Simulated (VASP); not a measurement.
Crystal: GeAs5.

```
CELL_PARAMETERS angstrom
5.14062 0.00000 0.00000
-2.57031 4.45190 0.00000
0.00000 0.00000 5.32540
ATOMIC_POSITIONS crystal
Ge 0.00000 0.00000 0.00000
As 0.71465 0.00000 0.50000
As 0.28535 0.28535 0.50000
As 0.00000 0.71465 0.50000
As 0.66667 0.33333 0.00000
As 0.33333 0.66667 0.00000
```

| Quantity | Value |
| --- | --- |
| Program | VASP 6.6.1 |
| Task | relaxation of cell and atoms |
| Functional | PBE |
| Potentials or basis | VASP PAW PBE potentials, release 64 (Ge_d, As) |
| Cutoff | 600 eV |
| k mesh | 6 × 6 × 4 |
| Occupations | gaussian, width 0.1 eV |
| Spin | no spin polarisation |

At the start: pressure 0.5 GPa; volume 20.31 Å³/atom.

How do energy, volume and symmetry change on relaxing?

Over 10 steps the energy falls by 3.0 meV/atom and the volume is 19.79 Å³/atom (-2.6 %); space group P-62m (No. 189, to 0.05 Å).

Step by step:
| step | energy change (eV) | largest force (eV/Å) | pressure (GPa) | volume (Å³) |
| --- | --- | --- | --- | --- |
| 1 | 0.0000 | 0.1418 | 0.51 | 121.87 |
| 2 | -0.0040 | 0.0101 | -0.43 | 123.01 |
| 3 | -0.0043 | 0.0329 | -0.28 | 122.78 |
| 4 | -0.0055 | 0.0480 | -0.15 | 122.34 |
| 5 | -0.0060 | 0.0772 | 0.03 | 121.76 |
| 6 | -0.0072 | 0.0703 | 0.00 | 121.51 |
| 7 | -0.0113 | 0.0686 | -0.08 | 120.75 |
| 8 | -0.0174 | 0.0027 | 0.03 | 119.24 |
| 9 | -0.0174 | 0.0119 | 0.06 | 118.97 |
| 10 | -0.0177 | 0.0312 | 0.02 | 118.73 |

Final structure:
```cif
data_structure
_symmetry_space_group_name_H-M 'P 1'
_symmetry_Int_Tables_number 1
_cell_length_a 5.1380
_cell_length_b 5.1380
_cell_length_c 5.1933
_cell_angle_alpha 90.000
_cell_angle_beta 90.000
_cell_angle_gamma 120.000
_cell_volume 118.73
loop_
_atom_site_label
_atom_site_type_symbol
_atom_site_fract_x
_atom_site_fract_y
_atom_site_fract_z
_atom_site_occupancy
Ge1 Ge 0.00000 0.00000 0.00000 1
As1 As 0.69786 0.00000 0.50000 1
As2 As 0.30214 0.30214 0.50000 1
As3 As 0.00000 0.69786 0.50000 1
As4 As 0.66667 0.33333 0.00000 1
As5 As 0.33333 0.66667 0.00000 1
```
